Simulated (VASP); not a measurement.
# P (Cmce) in VASP: electric field gradients with PBE

Aim: the electric field gradients of P with PBE.

Everything below comes from runs of VASP 6.6.1. Logs are shortened: lines on timing, memory, paths and dates and some standing lists are left out, and cuts for length are marked.

## 1. The cell of the first run

The structure is orthorhombic, space group Cmce (No. 64). The conventional cell has a = 3.310 Å, b = 10.500 Å, c = 4.380 Å, α = 90.00°, β = 90.00°, γ = 90.00°. P (site symmetry m) has 3 P at 2.23 to 2.26 Å within 2.9 Å.

## 2. Electric field gradients, PBE

INCAR

```
SYSTEM = P
PREC     = Accurate       ! precision mode
ENCUT    = 520            ! plane-wave cutoff, eV
EDIFF    = 1E-8           ! SCF threshold, eV
ISMEAR   = -1             ! smearing method
SIGMA    = 0.05           ! smearing width, eV
LREAL    = .False.        ! projectors in reciprocal space
LASPH    = .True.         ! aspherical terms in the spheres
NELM     = 80             ! most SCF steps
ALGO     = Normal         ! electronic algorithm
ISIF     = 2              ! what is computed and relaxed
LWAVE    = .False.        ! write WAVECAR
LCHARG   = .False.        ! write CHGCAR
GGA      = PE             ! functional
LEFG     = .True.       
NBANDS   = 18             ! bands
```

KPOINTS

```
Automatic mesh
0
Gamma
  9 9 6
  0 0 0
```

POSCAR

```
P
1.0
    1.6550000000     -5.2500000000      0.0000000000
    1.6550000000      5.2500000000      0.0000000000
    0.0000000000      0.0000000000      4.3800000000
P
4
Direct
    0.1021968657      0.8978031343      0.9203479737
    0.6021968657      0.3978031343      0.5796520263
    0.8978031343      0.1021968657      0.0796520263
    0.3978031343      0.6021968657      0.4203479737
```

Potentials or basis: VASP PAW PBE potentials, release 64 (P).

Launch:

```bash
cat potpaw_PBE.64/P/POTCAR > POTCAR
mpirun -np 1 vasp_std > vasp.out
```

OUTCAR:

```text
SYSTEM = P
   PREC = Accurate
   ENCUT = 520
   EDIFF = 1E-8
   ISMEAR = -1
   LREAL = .False.
   LASPH = .True.
   NELM = 80
   ISIF = 2
   GGA = PE

 ion  position               nearest neighbor table
   1  0.102  0.898  0.920-   2 2.23   2 2.23   3 2.26
   2  0.602  0.398  0.580-   1 2.23   1 2.23   4 2.26
   3  0.898  0.102  0.080-   4 2.23   4 2.23   1 2.26
   4  0.398  0.602  0.420-   3 2.23   3 2.23   2 2.26

  LATTYP: Found a base centered orthorhombic cell.
 ALAT       =     3.3100000000
 B/A-ratio  =     3.1722054381
 C/A-ratio  =     1.3232628399

  Lattice vectors:

 A1 = (   1.6550000000,  -5.2500000000,   0.0000000000)
 A2 = (   1.6550000000,   5.2500000000,   0.0000000000)
 A3 = (   0.0000000000,   0.0000000000,   4.3800000000)

Analysis of symmetry for initial positions (statically):
=====================================================================
 Subroutine PRICEL returns:
 Original cell was already a primitive cell.

 Routine SETGRP: Setting up the symmetry group for a
 base centered orthorhombic supercell.

 Subroutine GETGRP returns: Found  8 space group operations
 (whereof  4 operations were pure point group operations)
 out of a pool of  8 trial point group operations.

The static configuration has the point symmetry C_2h.
 The point group associated with its full space group is D_2h.

Analysis of symmetry for dynamics (positions and initial velocities):
=====================================================================
 Subroutine PRICEL returns:
 Original cell was already a primitive cell.

 Routine SETGRP: Setting up the symmetry group for a
 base centered orthorhombic supercell.

 Subroutine GETGRP returns: Found  8 space group operations
 (whereof  4 operations were pure point group operations)
 out of a pool of  8 trial point group operations.

The dynamic configuration has the point symmetry C_2h.
 The point group associated with its full space group is D_2h.

 Subroutine INISYM returns: Found  8 space group operations
 (whereof  4 operations are pure point group operations),
 and found     1 'primitive' translations

----------------------------------------------------------------------------------------

                                     Primitive cell

  volume of cell :      76.1135

  direct lattice vectors                    reciprocal lattice vectors
     1.655000000 -5.250000000  0.000000000     0.302114804 -0.095238095  0.000000000
     1.655000000  5.250000000  0.000000000     0.302114804  0.095238095  0.000000000
     0.000000000  0.000000000  4.380000000     0.000000000  0.000000000  0.228310502

  length of vectors
     5.504682098  5.504682098  4.380000000     0.316770657  0.316770657  0.228310502

  position of ions in fractional coordinates (direct lattice)
     0.102196866  0.897803134  0.920347974
     0.602196866  0.397803134  0.579652026
     0.897803134  0.102196866  0.079652026
     0.397803134  0.602196866  0.420347974

  ion indices of the primitive-cell ions
   primitive index   ion index
                 1           1
                 2           2
                 3           3
                 4           4

----------------------------------------------------------------------------------------

 KPOINTS: Automatic mesh

Automatic generation of k-mesh.
 Grid dimensions read from file:
 generate k-points for:    9    9    6

 Generating k-lattice:

  Cartesian coordinates                     Fractional coordinates (reciprocal lattice)
     0.033568312 -0.010582011  0.000000000     0.111111111  0.000000000  0.000000000
     0.033568312  0.010582011  0.000000000     0.000000000  0.111111111  0.000000000
     0.000000000  0.000000000  0.038051750     0.000000000  0.000000000  0.166666667

  Length of vectors
     0.035196740  0.035196740  0.038051750

  Shift w.r.t. Gamma in fractional coordinates (k-lattice)
     0.000000000  0.000000000  0.000000000

 Subroutine IBZKPT returns following result:
 ===========================================

 Found    100 irreducible k-points:

 Following reciprocal coordinates:
            Coordinates               Weight
  0.000000  0.000000  0.000000      1.000000
  0.111111  0.000000  0.000000      4.000000
  0.222222  0.000000  0.000000      4.000000
  0.333333 -0.000000  0.000000      4.000000
  0.444444  0.000000  0.000000      4.000000
  0.111111  0.111111  0.000000      2.000000
[... 16 lines left out ...]
 -0.333333  0.333333  0.000000      2.000000
  0.444444  0.444444  0.000000      2.000000
 [... further k-points ...]
   k-points           NKPTS =    100   k-points in BZ     NKDIM =    100   number of bands    NBANDS=     18
   number of dos      NEDOS =    301   number of ions     NIONS =      4
   total plane-waves  NPLWV =  63504
   dimension x,y,z NGX =    42 NGY =   42 NGZ =   36
   dimension x,y,z NGXF=    84 NGYF=   84 NGZF=   72
   ions per type =               4
   NGX,Y,Z   is equivalent  to a cutoff of  12.68, 12.68, 13.66 a.u.
   NGXF,Y,Z  is equivalent  to a cutoff of  25.37, 25.37, 27.33 a.u.
 SYSTEM =  P
   PREC   = accura    normal or accurate (medium, high low for compatibility)
   ISTART =      0    job   : 0-new  1-cont  2-samecut
   ICHARG =      2    charge: 1-file 2-atom 10-const
   ISPIN  =      1    spin polarized calculation?
   LNONCOLLINEAR =      F non collinear calculations
   LSORBIT =      F    spin-orbit coupling
   LASPH  =      T    aspherical Exc in radial PAW
   ENCUT  =  520.0 eV  38.22 Ry    6.18 a.u.  10.24 10.24  8.14*2*pi/ulx,y,z
   NELM   =     80;   NELMIN=  2; NELMDL= -5     # of ELM steps
   EDIFF  = 0.1E-07   stopping-criterion for ELM
   LREAL  =      F    real-space projection
   EDIFFG = 0.1E-06   stopping-criterion for IOM
   NSW    =      0    number of steps for IOM
   IBRION =     -1    ionic relax: 0-MD 1-quasi-New 2-CG
   NFREE  =      0    steps in history (QN), initial steepest desc. (CG)
   ISIF   =      2    stress and relaxation
   ISYM   =      2    0-nonsym 1-usesym 2-fastsym
   POTIM  = 0.5000    time-step for ionic-motion
   TEBEG  =    0.0;   TEEND  =   0.0 temperature during run
   PSTRESS=    0.0 pullay stress
   NELECT =      20.0000    total number of electrons
   NUPDOWN=      -1.0000    fix difference up-down
   EMIN   =  10.00;   EMAX   =-10.00  energy-range for DOS
   EFERMI =   0.00;   METHOD = LEGACY
   ISMEAR =    -1;   SIGMA  =   0.05  broadening in eV -4-tet -1-fermi 0-gaus
   EFERMI_NEDOS =   21; number of points for ismear=-14 and -15
   IALGO  =     38    algorithm
   IMIX   =      4    mixing-type and parameters
     AMIX     =   0.40;   BMIX     =  1.00
     AMIX_MAG =   1.60;   BMIX_MAG =  1.00
  volume/ion in A,a.u.               =      19.03       128.41
  Fermi-wavevector in a.u.,A,eV,Ry     =   1.048571  1.981511 14.959611  1.099500
  Thomas-Fermi vector in A             =   2.183498
   LORBIT       =      0    0 simple, 1 ext, 2 COOP (PROOUT), +10 PAW based schemes
   GGA     = PE    functional components
   LHFCALC =     F    Hartree Fock is set to
   AEXX    =    0.0000 exact exchange contribution
   IVDW    =     0    specifies the selected vdW correction
   LEPSILON=     F    determine dielectric tensor
   LRPA    =     F    only Hartree local field effects (RPA)
 non-spin polarized calculation
  energy-cutoff  :      520.00
  volume of cell :       76.11
 maximum number of plane-waves:      2076
 NGX is ok and might be reduce to    42
   NGX = 21   NGY = 21   NGZ = 17

 number of electron      19.9999999 magnetization

 Free energy of the ion-electron system (eV)
  ---------------------------------------------------
  ext. energy  EPLUGINS =         0.00000000
  ---------------------------------------------------
  free energy    TOTEN  =       -21.46691022 eV

  energy without entropy =      -21.46504571  energy(sigma->0) =      -21.46597797

 E-fermi :   6.6207     XC(G=0):  -9.8569

 val. band max:        6.6181212408   @ k =   0.4444   0.4444   0.0000
 cond. band min:       6.6309277981   @ k =  -0.4444   0.4444   0.0000
 fundamental gap:      0.0128065572
 Fermi energy:         6.6207155283

 k-point     1 :       0.0000    0.0000    0.0000
  band No.  band energies     occupation
      1      -9.1904      2.00000
      2      -6.1853      2.00000
      3      -2.9047      2.00000
      4      -0.3614      2.00000
      5       1.6593      2.00000
      6       1.8914      2.00000
[... 10 lines left out ...]
     17      13.8218      0.00000
     18      13.9368      0.00000

 k-point     2 :       0.1111    0.0000    0.0000
  band No.  band energies     occupation
      1      -9.0368      2.00000
      2      -6.0512      2.00000
      3      -2.9925      2.00000
      4      -0.2138      2.00000
      5       1.4763      2.00000
      6       1.7884      2.00000
[... 10 lines left out ...]
     17      12.6102      0.00000
     18      13.6691      0.00000

 k-point     3 :       0.2222    0.0000    0.0000
  band No.  band energies     occupation
      1      -8.5799      2.00000
      2      -5.6481      2.00000
      3      -3.4223      2.00000
      4       0.1752      2.00000
      5       0.2120      2.00000
      6       1.0381      2.00000
[... 10 lines left out ...]
     17      11.6111      0.00000
     18      13.4844      0.00000

 k-point     4 :       0.3333   -0.0000    0.0000
  band No.  band energies     occupation
      1      -7.8337      2.00000
      2      -4.9743      2.00000
      3      -4.3866      2.00000
      4      -1.3849      2.00000
      5       0.8346      2.00000
      6       0.8372      2.00000
[... 375 lines left out ...]
      4       0.5561      2.00000
      5       1.0514      2.00000
      6       1.3560      2.00000
[... 10 lines left out ...]
     17      12.1696      0.00000
     18      12.7054      0.00000

 k-point    23 :      -0.3333    0.3333    0.0000
  band No.  band energies     occupation
      1      -9.0180      2.00000
      2      -6.6201      2.00000
      3      -2.8022      2.00000
      4       0.2569      2.00000
      5       1.2536      2.00000
      6       1.3974      2.00000
[... 10 lines left out ...]
     17      12.5725      0.00000
     18      13.5127      0.00000

 k-point    24 :       0.4444    0.4444    0.0000
  band No.  band energies     occupation
      1      -8.8035      2.00000
      2      -6.6145      2.00000
      3      -2.8902      2.00000
      4       0.8458      2.00000
      5       1.0041      2.00000
      6       1.0699      2.00000
[... 10 lines left out ...]
     17      12.6713      0.00000
     18      12.6916      0.00000

 [... further k-points ...]
[... 5 lines left out ...]
  --------------------------------------------------------------------------------------
  -------------------------------------------------------------------------------------
  Total        0.6110280      0.6833657      0.5087419      0.0000000      0.0000000      0.0000000
  in kB       12.8620534     14.3847519     10.7089441      0.0000000      0.0000000      0.0000000
  external PRESSURE =      12.6519164 kB  Pullay stress =       0.0000000 kB

 VOLUME and BASIS-vectors are now :
 -----------------------------------------------------------------------------
  energy-cutoff  :      520.00
  volume of cell :       76.11
      direct lattice vectors                 reciprocal lattice vectors
     1.655000000 -5.250000000  0.000000000     0.302114804 -0.095238095  0.000000000
     1.655000000  5.250000000  0.000000000     0.302114804  0.095238095  0.000000000
     0.000000000  0.000000000  4.380000000     0.000000000  0.000000000  0.228310502

 POSITION                                       TOTAL-FORCE (eV/Angst)
 -----------------------------------------------------------------------------------
      1.65500      4.17693      4.03112         0.000000      0.038592     -0.050533
      1.65500     -1.07307      2.53888         0.000000      0.038592      0.050533
      1.65500     -4.17693      0.34888         0.000000     -0.038592      0.050533
      1.65500      1.07307      1.84112         0.000000     -0.038592     -0.050533
 -----------------------------------------------------------------------------------
    total drift:                                0.000000     -0.000000      0.000000

  FREE ENERGIE OF THE ION-ELECTRON SYSTEM (eV)
  ---------------------------------------------------
  free  energy   TOTEN  =       -21.4669102196 eV

  energy  without entropy=      -21.4650457131  energy(sigma->0) =      -21.46597797

 Electric field gradients (V/A^2)
---------------------------------------------------------------------
 ion       V_xx      V_yy      V_zz      V_xy      V_xz      V_yz
---------------------------------------------------------------------
   1      33.043   -27.737    -5.306    -0.000    -0.000    53.525
   2      33.043   -27.737    -5.306     0.000     0.000   -53.525
   3      33.043   -27.737    -5.306     0.000     0.000    53.525
   4      33.043   -27.737    -5.306    -0.000    -0.000   -53.525
---------------------------------------------------------------------

 Electric field gradients after diagonalization (V/A^2)
 (convention: |V_zz| > |V_xx| > |V_yy|)
----------------------------------------------------------------------
 ion       V_xx      V_yy      V_zz     asymmetry (V_yy - V_xx)/ V_zz
----------------------------------------------------------------------
   1      38.166    33.043   -71.209       0.072
   2      38.166    33.043   -71.209       0.072
   3      38.166    33.043   -71.209       0.072
   4      38.166    33.043   -71.209       0.072
----------------------------------------------------------------------

           NMR quadrupolar parameters

 Cq : quadrupolar parameter    Cq=e*Q*V_zz/h
 eta: asymmetry parameters     (V_yy - V_xx)/ V_zz
 Q  : nuclear electric quadrupole moment in mb (millibarn)
----------------------------------------------------------------------
 ion       Cq(MHz)       eta       Q (mb)
----------------------------------------------------------------------
   1      -0.172       0.072       1.000
   2      -0.172       0.072       1.000
   3      -0.172       0.072       1.000
   4      -0.172       0.072       1.000
----------------------------------------------------------------------
```

Wall time 4.8 min (1 thread of Intel Xeon 8259CL, shared host); peak memory 0.28 GiB.

What came out:

| Item | Value |
| --- | --- |
| Free energy | -21.4669 eV |
| Pressure | 1.3 GPa |
| Largest force | 0.064 eV/Å |
| Band gap on the k mesh | zero (filled and empty bands touch) |

Forces on the atoms (eV/Å):
```
P    0.000  0.039 -0.051
P    0.000  0.039  0.051
P    0.000 -0.039  0.051
P    0.000 -0.039 -0.051
```

Levels at points of the mesh, in eV from the Fermi level:
| k point | band 8 | band 9 | band 10 | band 11 | band 12 | band 13 |
| --- | --- | --- | --- | --- | --- | --- |
| (0.00, 0.00, 0.00) | -2.90 | -2.52 | -1.41 | 0.70 | 1.18 | 1.94 |
| (0.00, 0.00, 0.50) | -3.10 | -1.28 | -1.28 | 1.46 | 1.46 | 2.56 |

Electric field gradients, principal values (V/Å²):
```
atom   least  middle  greatest (by size)
 1 P  33.043  38.166             -71.209
 2 P  33.043  38.166             -71.209
 3 P  33.043  38.166             -71.209
 4 P  33.043  38.166             -71.209
```

Caveat: without QUAD_EFG the Cq values of the log hold for a quadrupole moment of 1 mb, not for the nuclei.
